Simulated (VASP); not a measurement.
Wanted: the native input for a VASP 6.6.1 run.

| Property | Result |
| --- | --- |
| Task | single point |
| Functional | LDA |
| Potentials or basis | VASP PAW LDA potentials, release 64 (Ru_pv) |
| Cutoff | 520 eV |
| k mesh | 14 × 9 × 1 |
| Occupations | fermi-dirac, width 0.1 eV |
| Spin | no spin polarisation |
| Dipole correction | yes |
| Further INCAR settings | ALGO = Normal; EDIFF = 1e-06; NBANDS = 51 |

The structure of Ru lies in POSCAR:

```
Ru
1.0
    2.6752164044      0.0000000000      0.0000000000
    0.0000000000      4.2244496844      0.0000000000
    0.0000000000      0.0000000000     21.4059000000
Ru
6
Direct
    0.7500000000      0.7500000000      0.3798228800
    0.2500000000      0.2500000000      0.4094009660
    0.2500000000      0.7500000000      0.4830483120
    0.7500000000      0.2500000000      0.5169516878
    0.7500000000      0.7500000000      0.5905990341
    0.2500000000      0.2500000000      0.6201771202
```

One way to write it, as run:

INCAR

```
SYSTEM = Ru
PREC = Accurate
ENCUT = 520
EDIFF = 1E-6
ISMEAR = -1
SIGMA = 0.1
LREAL = .False.
LASPH = .True.
NELM = 80
ALGO = Normal
ISIF = 2
LWAVE = .False.
LCHARG = .False.
LDIPOL = .True.
IDIPOL = 3
DIPOL = 0.5 0.5 0.500
NBANDS = 51
```

KPOINTS

```
regular mesh
0
Gamma
  14 9 1
  0 0 0
```

Potentials or basis: VASP PAW LDA potentials, release 64 (Ru_pv).

Launch:

```sh
$ cat potpaw_LDA.64/Ru_pv/POTCAR > POTCAR
$ mpirun -np 1 vasp_std > vasp.out
```

Results of the run:

| Property | Result |
| --- | --- |
| Largest force | 0.065 eV/Å |
| Band gap on the k mesh | zero (bands 42 and 43 overlap by 1.40 eV) |

Wall time 12 min on 1 thread of Intel(R) Xeon(R) Platinum 8259CL CPU @ 2.50GHz (Skylake/Cascade Lake), on a shared host, peak memory 0.46 GiB.
